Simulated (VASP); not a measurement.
# Al (I4/mmm) in VASP: further runs

Runs on Al. Level: r2SCAN. Tasks: single point.

All numbers are computed with VASP 6.6.1; they aren't measurements. Logs are shortened: lines on timing, memory, paths and dates and some standing lists are left out, and cuts for length are marked.

### Step 1. The cell of the first run

Symmetry: I4/mmm, No. 139, tetragonal system. Conventional cell: a = 2.834 Å, b = 2.834 Å, c = 3.933 Å, α = 90.00°, β = 90.00°, γ = 90.00°. Within 3.7 Å of Al (site symmetry 4/mmm) lie 12 Al at 2.81 to 2.83 Å.

### Step 2. Single point, r2SCAN (uniaxial strain along c: -1.5 %)

The input, POSCAR:

```
Al
1.0
    2.0038259583      2.0038259583      0.0000000000
   -2.0038259583      2.0038259583      0.0000000000
    0.0000000000      0.0000000000      3.9327891785
Al
2
Direct
    0.0000000000      0.0000000000      0.0000000000
    0.5000000000      0.5000000000      0.5000000000
```

The input, INCAR.step1:

```
  PREC = Accurate
  ENCUT = 520
  ISMEAR = 0
  SIGMA = 0.1
  LREAL = False
  LASPH = True
  NELM = 80
  NBANDS = 10
  GGA = PE
  ALGO = Normal
  EDIFF = 1E-4
  LWAVE = True
  LCHARG = False
```

The input, INCAR.step2:

```
  PREC = Accurate
  ENCUT = 520
  EDIFF = 1E-6
  ISMEAR = 0
  SIGMA = 0.1
  LREAL = False
  LASPH = True
  NELM = 80
  ALGO = Normal
  ISIF = 2
  LWAVE = False
  LCHARG = False
  METAGGA = R2SCAN
  LMIXTAU = True
  NBANDS = 10
  ISTART = 1
```

The input, KPOINTS:

```
regular mesh
0
Gamma
  18 18 14
```

Potentials or basis: VASP PAW PBE potentials, release 64 (Al).

Started as:

```
cat potpaw_PBE.64/Al/POTCAR > POTCAR
cp INCAR.step1 INCAR
mpirun -np 1 vasp_std > vasp.out
cp INCAR.step2 INCAR
mpirun -np 1 vasp_std > vasp.out
```

OUTCAR:

```text
PREC = Accurate
   ENCUT = 520
   EDIFF = 1E-6
   ISMEAR = 0
   LREAL = False
   LASPH = True
   NELM = 80
   ISIF = 2
   METAGGA = R2SCAN
   ISTART = 1

 ion  position               nearest neighbor table
   1  0.000  0.000  0.000-   2 2.81   2 2.81   2 2.81   2 2.81   2 2.81   2 2.81   2 2.81   2 2.81

   2  0.500  0.500  0.500-   1 2.81   1 2.81   1 2.81   1 2.81   1 2.81   1 2.81   1 2.81   1 2.81

  LATTYP: Found a simple tetragonal cell.
 ALAT       =     2.8338378469
 C/A-ratio  =     1.3877961235

  Lattice vectors:

 A1 = (   2.0038259583,   2.0038259583,   0.0000000000)
 A2 = (  -2.0038259583,   2.0038259583,   0.0000000000)
 A3 = (   0.0000000000,   0.0000000000,   3.9327891785)

Analysis of symmetry for initial positions (statically):
=====================================================================
 Subroutine PRICEL returns following result:

  LATTYP: Found a body centered tetragonal cell.
 ALAT       =     2.8338378469
 C/A-ratio  =     1.3877961235

  Lattice vectors:

 A1 = (   0.0000000000,  -2.0038259583,  -1.9663945893)
 A2 = (   0.0000000000,   2.0038259583,  -1.9663945892)
 A3 = (   2.0038259583,   0.0000000000,   1.9663945893)

   2 primitive cells build up your supercell.

 Routine SETGRP: Setting up the symmetry group for a
 simple tetragonal supercell.

 Subroutine GETGRP returns: Found 16 space group operations
 (whereof 16 operations were pure point group operations)
 out of a pool of 16 trial point group operations.

The static configuration has the point symmetry D_4h.

Analysis of symmetry for dynamics (positions and initial velocities):
=====================================================================
 Subroutine PRICEL returns following result:

  LATTYP: Found a body centered tetragonal cell.
 ALAT       =     2.8338378469
 C/A-ratio  =     1.3877961235

  Lattice vectors:

 A1 = (   0.0000000000,  -2.0038259583,  -1.9663945893)
 A2 = (   0.0000000000,   2.0038259583,  -1.9663945892)
 A3 = (   2.0038259583,   0.0000000000,   1.9663945893)

   2 primitive cells build up your supercell.

 Routine SETGRP: Setting up the symmetry group for a
 simple tetragonal supercell.

 Subroutine GETGRP returns: Found 16 space group operations
 (whereof 16 operations were pure point group operations)
 out of a pool of 16 trial point group operations.

The dynamic configuration has the point symmetry D_4h.

[... 99 lines left out ...]
   NSW    =      0    number of steps for IOM
   IBRION =     -1    ionic relax: 0-MD 1-quasi-New 2-CG
   NFREE  =      0    steps in history (QN), initial steepest desc. (CG)
   ISIF   =      2    stress and relaxation
   ISYM   =      2    0-nonsym 1-usesym 2-fastsym
   POTIM  = 0.5000    time-step for ionic-motion
   TEBEG  =    0.0;   TEEND  =   0.0 temperature during run
   PSTRESS=    0.0 pullay stress
   NELECT =       6.0000    total number of electrons
   NUPDOWN=      -1.0000    fix difference up-down
   EMIN   =  10.00;   EMAX   =-10.00  energy-range for DOS
   EFERMI =   0.00;   METHOD = LEGACY
   ISMEAR =     0;   SIGMA  =   0.10  broadening in eV -4-tet -1-fermi 0-gaus
   EFERMI_NEDOS =   21; number of points for ismear=-14 and -15
   IALGO  =     38    algorithm
   IMIX   =      4    mixing-type and parameters
     AMIX     =   0.40;   BMIX     =  1.00
     AMIX_MAG =   1.60;   BMIX_MAG =  1.00
  volume/ion in A,a.u.               =      15.79       106.57
  Fermi-wavevector in a.u.,A,eV,Ry     =   0.941113  1.778445 12.050590  0.885693
  Thomas-Fermi vector in A             =   2.068592
   LORBIT       =      0    0 simple, 1 ext, 2 COOP (PROOUT), +10 PAW based schemes
   METAGGA = R2SCAN    functional components
   LHFCALC =     F    Hartree Fock is set to
   AEXX    =    0.0000 exact exchange contribution
   IVDW    =     0    specifies the selected vdW correction
   LEPSILON=     F    determine dielectric tensor
   LRPA    =     F    only Hartree local field effects (RPA)
 non-spin polarized calculation
 Gauss-broadening in eV      SIGMA  =   0.10
  energy-cutoff  :      520.00
  volume of cell :       31.58
 maximum number of plane-waves:       872
 NGX is ok and might be reduce to    24
   NGX = 11   NGY = 11   NGZ = 15

 number of electron       6.0000000 magnetization

 Free energy of the ion-electron system (eV)
  ---------------------------------------------------
  ext. energy  EPLUGINS =         0.00000000
  ---------------------------------------------------
  free energy    TOTEN  =       -13.47507179 eV

  energy without entropy =      -13.47137711  energy(sigma->0) =      -13.47322445

 E-fermi :   8.4765     XC(G=0): -11.0707

 val. band max:        8.4616384749   @ k =   0.5000   0.2778   0.2143
 cond. band min:       8.4785046083   @ k =   0.5000   0.3889   0.1429
 fundamental gap:      0.0168661334
 Fermi energy:         8.4765057391

 k-point     1 :       0.0000    0.0000    0.0000
  band No.  band energies     occupation
      1      -3.6719      2.00000
      2       5.4236      2.00000
      3       7.0799      2.00000
      4      13.7939      0.00000
      5      14.4497      0.00000
      6      14.4497      0.00000
      7      18.6077      0.00000
      8      21.9867      0.00000
      9      21.9867      0.00000
     10      22.2067      0.00000
[... 287 lines left out ...]
 k-point    24 :       0.3333    0.1111    0.0000
  band No.  band energies     occupation
      1      -1.2758      2.00000
      2       4.9584      2.00000
      3       7.6265      2.00000
      4       9.4971      0.00000
      5      13.4974      0.00000
      6      13.6030      0.00000
      7      15.3844      0.00000
      8      19.2160      0.00000
      9      21.4739      0.00000
     10      21.4907      0.00000

 [... further k-points ...]

------------------------ aborting loop because EDIFF is reached ----------------------------------------

  FORCE on cell =-STRESS in cart. coord.  units (eV):
  Direction    XX          YY          ZZ          XY          YZ          ZX
  --------------------------------------------------------------------------------------
  -------------------------------------------------------------------------------------
  Total       -0.0584351     -0.0584351      0.3894382      0.0000000      0.0000000      0.0000000
  in kB       -2.9643802     -2.9643802     19.7559758      0.0000000      0.0000000      0.0000000
  external PRESSURE =       4.6090718 kB  Pullay stress =       0.0000000 kB

 VOLUME and BASIS-vectors are now :
 -----------------------------------------------------------------------------
  energy-cutoff  :      520.00
  volume of cell :       31.58
      direct lattice vectors                 reciprocal lattice vectors
     2.003825958  2.003825958  0.000000000     0.249522668  0.249522668  0.000000000
    -2.003825958  2.003825958  0.000000000    -0.249522668  0.249522668  0.000000000
     0.000000000  0.000000000  3.932789179     0.000000000  0.000000000  0.254272465

 POSITION                                       TOTAL-FORCE (eV/Angst)
 -----------------------------------------------------------------------------------
      0.00000      0.00000      0.00000         0.000000      0.000000     -0.000000
      0.00000      2.00383      1.96639        -0.000000     -0.000000      0.000000
 -----------------------------------------------------------------------------------
    total drift:                               -0.000000      0.000000     -0.000000

  FREE ENERGIE OF THE ION-ELECTRON SYSTEM (eV)
  ---------------------------------------------------
  free  energy   TOTEN  =       -13.4750717926 eV

  energy  without entropy=      -13.4713771086  energy(sigma->0) =      -13.47322445
```

Run time: 1.8 min. Hardware: 1 thread of Intel Xeon 6975P-C (Granite Rapids), shared host; peak memory 0.23 GiB.

What came out:

```yaml
Free_energy: -13.4751 eV
Pressure: 0.5 GPa
Band_gap_on_the_k_mesh: zero (bands 3 and 4 overlap by 12.41 eV)
```

Caveat: the cell differs from its parent crystal (uniaxial strain along c: -1.5 %); the PAW data sets were made with another functional, which shifts forces and pressure a little.

### Step 3. Single point, r2SCAN (uniaxial strain along c: -3.0 %, then relaxed in part)

The input, POSCAR:

```
Al
1.0
    2.0208398485      2.0208398485      0.0000000000
   -2.0208398485      2.0208398485      0.0000000000
    0.0000000000      0.0000000000      3.8728989879
Al
2
Direct
    0.0000000000      0.0000000000      0.0000000000
    0.5000000000      0.5000000000      0.5000000000
```

The input, INCAR.step1:

```
SYSTEM = Al
PREC     = Accurate       ! precision mode
ENCUT    = 520            ! plane-wave cutoff, eV
ISMEAR   = 0              ! smearing method
SIGMA    = 0.1            ! smearing width, eV
LREAL    = .False.        ! projectors in reciprocal space
LASPH    = .True.         ! aspherical terms in the spheres
NELM     = 80             ! most SCF steps
NBANDS   = 10             ! bands
GGA      = PE             ! functional
ALGO     = Normal         ! electronic algorithm
EDIFF    = 1E-4           ! SCF threshold, eV
LWAVE    = .True.         ! write WAVECAR
LCHARG   = .False.        ! write CHGCAR
```

The input, INCAR.step2:

```
SYSTEM = Al
PREC     = Accurate       ! precision mode
ENCUT    = 520            ! plane-wave cutoff, eV
EDIFF    = 1E-7           ! SCF threshold, eV
ISMEAR   = 0              ! smearing method
SIGMA    = 0.1            ! smearing width, eV
LREAL    = .False.        ! projectors in reciprocal space
LASPH    = .True.         ! aspherical terms in the spheres
NELM     = 80             ! most SCF steps
ALGO     = Normal         ! electronic algorithm
ISIF     = 2              ! what is computed and relaxed
LWAVE    = .False.        ! write WAVECAR
LCHARG   = .False.        ! write CHGCAR
METAGGA  = R2SCAN         ! meta-GGA
LMIXTAU  = .True.       
NBANDS   = 10             ! bands
ISTART   = 1
```

The input, KPOINTS:

```
Automatic mesh
0
Gamma
  18 18 14
  0 0 0
```

Potentials or basis: VASP PAW PBE potentials, release 64 (Al).

Started as:

```
cat potpaw_PBE.64/Al/POTCAR > POTCAR
cp INCAR.step1 INCAR
mpirun -np 1 vasp_std > vasp.out
cp INCAR.step2 INCAR
mpirun -np 1 vasp_std > vasp.out
```

It took 2.3 min on 1 thread of Intel Xeon 6975P-C (Granite Rapids), shared host; peak memory 0.23 GiB.

It converged, with:

| Quantity | Value |
| --- | --- |
| Free energy | -13.4668 eV |
| Pressure | 0.5 GPa |
| Band gap on the k mesh | zero (bands 3 and 4 overlap by 12.29 eV) |

Stress tensor (GPa, compression positive):
```
-0.33  0.00  0.00
 0.00 -0.33  0.00
 0.00  0.00  2.10
```

Levels at points of the mesh, in eV from the Fermi level:
| k point | band 1 | band 2 | band 3 | band 4 | band 5 | band 6 | band 7 | band 8 |
| --- | --- | --- | --- | --- | --- | --- | --- | --- |
| (0.00, 0.00, 0.00) | -12.15 | -2.79 | -1.07 | 5.11 | 5.64 | 5.64 | 9.80 | 13.42 |
| (0.50, 0.00, 0.00) | -7.42 | -7.42 | 1.60 | 1.60 | 3.64 | 3.64 | 9.75 | 9.75 |
| (0.50, 0.50, 0.00) | -3.50 | -3.50 | -1.98 | -1.98 | 5.67 | 5.67 | 6.37 | 6.37 |
| (0.00, 0.00, 0.50) | -9.56 | -9.56 | 7.70 | 7.70 | 7.84 | 7.84 | 7.84 | 7.84 |
| (0.50, 0.00, 0.50) | -5.18 | -5.18 | -4.59 | -4.59 | 11.76 | 11.76 | 12.22 | 12.22 |
| (0.50, 0.50, 0.50) | -1.10 | -1.10 | -1.10 | -1.10 | -0.23 | -0.23 | 1.60 | 1.60 |

Caveat: the cell differs from its parent crystal (uniaxial strain along c: -3.0 %, then relaxed in part); the PAW data sets were made with another functional, which shifts forces and pressure a little.

### Step 4. Single point, r2SCAN (uniaxial strain along c: +1.5 %, then relaxed in part)

The input, POSCAR:

```
Al
1.0
    1.9880971945      1.9880971945      0.0000000000
   -1.9880971945      1.9880971945      0.0000000000
    0.0000000000      0.0000000000      4.0525695595
Al
2
Direct
    0.0000000000      0.0000000000      0.0000000000
    0.5000000000      0.5000000000      0.5000000000
```

The input, INCAR.step1:

```
ALGO = Normal ; EDIFF = 1E-4
ENCUT = 520 ; GGA = PE
ISMEAR = 0 ; LASPH = T
LCHARG = F ; LREAL = F
LWAVE = T ; NBANDS = 10
NELM = 60 ; PREC = Accurate
SIGMA = 0.1
```

The input, INCAR.step2:

```
ALGO = Normal ; EDIFF = 1E-6
ENCUT = 520 ; ISIF = 2
ISMEAR = 0 ; ISTART = 1
LASPH = T ; LCHARG = F
LMIXTAU = T ; LREAL = F
LWAVE = F ; METAGGA = R2SCAN
NBANDS = 10 ; NELM = 60
PREC = Accurate ; SIGMA = 0.1
```

The input, KPOINTS:

```
k-points
0
Gamma
  18 18 14
```

Started as:

```
cat potpaw_PBE.64/Al/POTCAR > POTCAR
cp INCAR.step1 INCAR
mpirun -np 1 vasp_std > vasp.out
cp INCAR.step2 INCAR
mpirun -np 1 vasp_std > vasp.out
```

It took 2 min on 1 thread of Intel Xeon 6975P-C (Granite Rapids), shared host; peak memory 0.23 GiB.

It converged, with:

| Item | Value |
| --- | --- |
| Free energy | -13.4763 eV |
| Pressure | -0.9 GPa |
| Band gap on the k mesh | zero (bands 3 and 4 overlap by 12.55 eV) |

Stress tensor (GPa, compression positive):
```
-0.31  0.00  0.00
 0.00 -0.31  0.00
 0.00  0.00 -1.98
```

Levels at points of the mesh, in eV from the Fermi level:
```
           k point  band 1  band 2  band 3  band 4  band 5  band 6
(0.00, 0.00, 0.00)  -12.07   -3.45   -1.95    5.62    6.39    6.39
(0.50, 0.00, 0.00)   -7.18   -7.18    1.12    1.12    2.87    2.87
(0.50, 0.50, 0.00)   -3.15   -3.15   -1.54   -1.54    5.38    5.38
(0.00, 0.00, 0.50)   -9.69   -9.69    7.96    7.96    8.39    8.39
(0.50, 0.00, 0.50)   -5.14   -5.14   -4.59   -4.59   11.96   11.96
(0.50, 0.50, 0.50)   -0.96   -0.96   -0.96   -0.96    0.04    0.04
```

Caveat: the cell differs from its parent crystal (uniaxial strain along c: +1.5 %, then relaxed in part); the PAW data sets were made with another functional, which shifts forces and pressure a little.

### Step 5. Overview

| cell | gap on the mesh (eV) | pressure (GPa) |
| --- | --- | --- |
| a = 2.834, b = 2.834, c = 3.933 Å, 2 atoms | none | 0.5 |
| a = 2.858, b = 2.858, c = 3.873 Å, 2 atoms | none | 0.5 |
| a = 2.812, b = 2.812, c = 4.053 Å, 2 atoms | none | -0.9 |

Alike in all rows: task single point; level r2SCAN; potentials or basis VASP PAW PBE potentials, release 64 (Al); no spin polarisation; k mesh 18 × 18 × 14; cutoff (eV) 520; smearing gaussian 0.1 eV.

Caveats: the PAW data sets were made with another functional, which shifts forces and pressure a little.

Absolute energies hang on the potentials; compare differences alone.
